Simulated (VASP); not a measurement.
# MgS (Niningerite) (Fm-3m) in VASP: notebook, part 2 of 2

VASP 6.6.1. The steps go on from the part before.

**5. Single point, LDA**

INCAR

```
PREC = Accurate
ENCUT = 600
EDIFF = 1E-6
ISMEAR = 0
SIGMA = 0.01
LREAL = F
LASPH = T
NELM = 120
ALGO = Normal
ISIF = 2
LWAVE = F
LCHARG = F
GGA = CA
NBANDS = 11
GGA_COMPAT = F
```

KPOINTS

```
regular mesh
0
Gamma
  8 8 8
```

POSCAR

```
MgS
1.0
    0.0000000000      2.5645181592      2.5645181592
    2.5645181592      0.0000000000      2.5645181592
    2.5645181592      2.5645181592      0.0000000000
Mg S
1 1
Direct
    0.0000000000      0.0000000000      0.0000000000
    0.5000000000      0.5000000000      0.5000000000
```

Potentials or basis: VASP PAW LDA potentials, release 64 (Mg, S).

Command:

```console
cat potpaw_LDA.64/Mg/POTCAR potpaw_LDA.64/S/POTCAR > POTCAR
mpirun -np 1 vasp_std > vasp.out
```

OUTCAR:

```text
PREC = Accurate
   ENCUT = 600
   EDIFF = 1E-6
   ISMEAR = 0
   LREAL = F
   LASPH = T
   NELM = 120
   ISIF = 2
   GGA = CA

 ion  position               nearest neighbor table
   1  0.000  0.000  0.000-   2 2.56   2 2.56   2 2.56   2 2.56   2 2.56   2 2.56
   2  0.500  0.500  0.500-   1 2.56   1 2.56   1 2.56   1 2.56   1 2.56   1 2.56

  LATTYP: Found a face centered cubic cell.
 ALAT       =     5.1290363184

  Lattice vectors:

[... 521 lines left out ...]

 [... further k-points ...]

------------------------ aborting loop because EDIFF is reached ----------------------------------------

  FORCE on cell =-STRESS in cart. coord.  units (eV):
  Direction    XX          YY          ZZ          XY          YZ          ZX
  --------------------------------------------------------------------------------------
  -------------------------------------------------------------------------------------
  Total       -0.1183811     -0.1183811     -0.1183811      0.0000000      0.0000000     -0.0000000
  in kB       -5.6227083     -5.6227083     -5.6227083      0.0000000      0.0000000     -0.0000000
  external PRESSURE =      -5.6227083 kB  Pullay stress =       0.0000000 kB

 VOLUME and BASIS-vectors are now :
 -----------------------------------------------------------------------------
  energy-cutoff  :      600.00
  volume of cell :       33.73
      direct lattice vectors                 reciprocal lattice vectors
     0.000000000  2.564518159  2.564518159    -0.194968399  0.194968399  0.194968399
     2.564518159  0.000000000  2.564518159     0.194968399 -0.194968399  0.194968399
     2.564518159  2.564518159  0.000000000     0.194968399  0.194968399 -0.194968399

 POSITION                                       TOTAL-FORCE (eV/Angst)
 -----------------------------------------------------------------------------------
      0.00000      0.00000      0.00000         0.000000     -0.000000      0.000000
      2.56452      2.56452      2.56452        -0.000000      0.000000      0.000000
 -----------------------------------------------------------------------------------
    total drift:                               -0.000000     -0.000000      0.000000

  FREE ENERGIE OF THE ION-ELECTRON SYSTEM (eV)
  ---------------------------------------------------
  free  energy   TOTEN  =        -9.5924505940 eV

  energy  without entropy=       -9.5924505940  energy(sigma->0) =       -9.59245059
```

OSZICAR:

```text
N       E                     dE             d eps       ncg     rms          rms(c)
DAV:   1     0.227902435479E+02    0.22790E+02   -0.39927E+03   654   0.671E+02
DAV:   2    -0.843498223529E+01   -0.31225E+02   -0.29395E+02   820   0.107E+02
DAV:   3    -0.100070101476E+02   -0.15720E+01   -0.15645E+01   814   0.242E+01
DAV:   4    -0.100163990351E+02   -0.93889E-02   -0.93880E-02   741   0.214E+00
DAV:   5    -0.100164679882E+02   -0.68953E-04   -0.68953E-04   800   0.192E-01    0.460E+00
DAV:   6    -0.964592772775E+01    0.37054E+00   -0.79229E-01   719   0.347E+00    0.355E+00
DAV:   7    -0.959749809037E+01    0.48430E-01   -0.19384E-01   758   0.183E+00    0.219E+00
DAV:   8    -0.959281528514E+01    0.46828E-02   -0.11679E-02   692   0.593E-01    0.856E-01
DAV:   9    -0.959247812381E+01    0.33716E-03   -0.63731E-04   737   0.131E-01    0.364E-01
DAV:  10    -0.959245604362E+01    0.22080E-04   -0.57596E-05   750   0.370E-02    0.138E-01
DAV:  11    -0.959245054220E+01    0.55014E-05   -0.26951E-05   725   0.222E-02    0.156E-02
DAV:  12    -0.959245059397E+01   -0.51774E-07   -0.32624E-07   442   0.405E-03
   1 F= -.95924506E+01 E0= -.95924506E+01  d E =-.599805E-19
```

Wall time 9 s (1 thread of Intel Xeon Platinum 8375C at 2.90GHz (Ice Lake), shared host); peak memory 0.15 GiB.

What came out:

```
Free energy            : -9.5925 eV
Pressure               : -0.6 GPa
Band gap on the k mesh : 2.65 eV, indirect (least direct gap 3.84 eV)
```

Levels at points of the mesh, in eV from the valence-band top:
```tsv
k point	band 1	band 2	band 3	band 4	band 5	band 6	band 7	band 8	band 9
(0.00, 0.00, 0.00)	-12.89	0.00	0.00	0.00	3.84	7.81	7.81	7.81	10.31
(0.50, 0.00, 0.00)	-11.45	-5.14	-0.65	-0.65	4.44	6.79	6.79	10.31	12.19
(0.50, 0.50, 0.00)	-11.03	-4.48	-1.81	-1.81	2.65	4.12	12.22	12.88	13.54
```

**6. Relaxation of cell and atoms, LDA**

INCAR

```
SYSTEM = MgS
ALGO = Normal ; EDIFF = 1E-7
EDIFFG = -0.001 ; ENCUT = 600
GGA = CA ; GGA_COMPAT = .False.
IBRION = 2 ; ISIF = 3
ISMEAR = 0 ; LASPH = .True.
LCHARG = .False. ; LREAL = .False.
LWAVE = .False. ; NELM = 120
NELMIN = 4 ; NSW = 80
PREC = Accurate ; SIGMA = 0.01
```

KPOINTS

```
k-points
0
Gamma
  8 8 8
  0 0 0
```

POSCAR

```
MgS
1.0
    0.0000000000      2.5642154131      2.5642154131
    2.5642154131      0.0000000000      2.5642154131
    2.5642154131      2.5642154131      0.0000000000
Mg S
1 1
Direct
    0.0000000000      0.0000000000      0.0000000000
    0.5000000000      0.5000000000      0.5000000000
```

Potentials or basis: VASP PAW LDA potentials, release 64 (Mg, S).

Command:

```console
cat potpaw_LDA.64/Mg/POTCAR potpaw_LDA.64/S/POTCAR > POTCAR
mpirun -np 1 vasp_std > vasp.out
```

It took 14 s on 1 thread of Intel Xeon Platinum 8375C at 2.90GHz (Ice Lake), shared host; peak memory 0.15 GiB.

Results (log left out):

```
Free energy                            : -9.5928 eV
Relaxed volume                         : 16.76 Å³/atom
Relaxed cell                           : a = 3.619 Å, b = 3.619 Å, c = 3.619 Å, α = 60.00°, β = 60.00°, γ = 60.00°
Space group after relaxing (to 0.05 Å) : Fm-3m (No. 225)
Energy gained by relaxing              : 0.2 meV/atom
Ionic steps                            : 3
Pressure after relaxing                : 0.0 GPa
Band gap on the k mesh                 : 2.66 eV, indirect (least direct gap 3.89 eV)
```

Step by step:
```
step  energy change (eV)  largest force (eV/Å)  pressure (GPa)  volume (Å³)
   1              0.0000                0.0000           -0.53        33.72
   2             -0.0003                0.0000            0.16        33.45
   3             -0.0003                0.0000            0.00        33.51
```

Final structure:
```yaml
crystal:
  lattice:
    - [0.00000, 2.55890, 2.55890]
    - [2.55890, 0.00000, 2.55890]
    - [2.55890, 2.55890, 0.00000]
  atoms:
    - { symbol: Mg, position: [0.00000, 0.00000, 0.00000] }
    - { symbol: S, position: [0.50000, 0.50000, 0.50000] }
```

Levels at points of the mesh, in eV from the valence-band top:
```
           k point  band 1  band 2  band 3  band 4  band 5  band 6  band 7  band 8
(0.00, 0.00, 0.00)  -12.93    0.00    0.00    0.00    3.89    7.80    7.80    7.80
(0.50, 0.00, 0.00)  -11.47   -5.18   -0.65   -0.65    4.45    6.80    6.80   10.38
(0.50, 0.50, 0.00)  -11.05   -4.52   -1.82   -1.82    2.66    4.09   12.29   12.90
```

**7. Overview**

```tsv
task	cell	k mesh	cutoff (eV)	smearing	gap on the mesh (eV)	pressure (GPa)	relaxed volume (Å³/atom)
single point	a = 3.626 Å, angles 60.0°, 2 atoms	8 × 8 × 8	520	gaussian 0.02 eV	2.65	-0.6	-
relaxation of cell and atoms	relaxed from a = 3.679 Å, angles 60.0°, 2 atoms	8 × 8 × 8	600	gaussian 0.02 eV	2.66	0.0	16.76
single point	a = 3.679 Å, angles 60.0°, 2 atoms	6 × 6 × 6	600	gaussian 0.1 eV	2.56	-3.8	-
single point	a = 3.627 Å, angles 60.0°, 2 atoms	8 × 8 × 8	600	gaussian 0.01 eV	2.65	-0.6	-
relaxation of cell and atoms	relaxed from a = 3.626 Å, angles 60.0°, 2 atoms	8 × 8 × 8	600	gaussian 0.01 eV	2.66	0.0	16.76
```

Alike in all rows: level LDA; potentials or basis VASP PAW LDA potentials, release 64 (Mg, S); no spin polarisation.

Absolute energies hang on the potentials; compare differences alone.
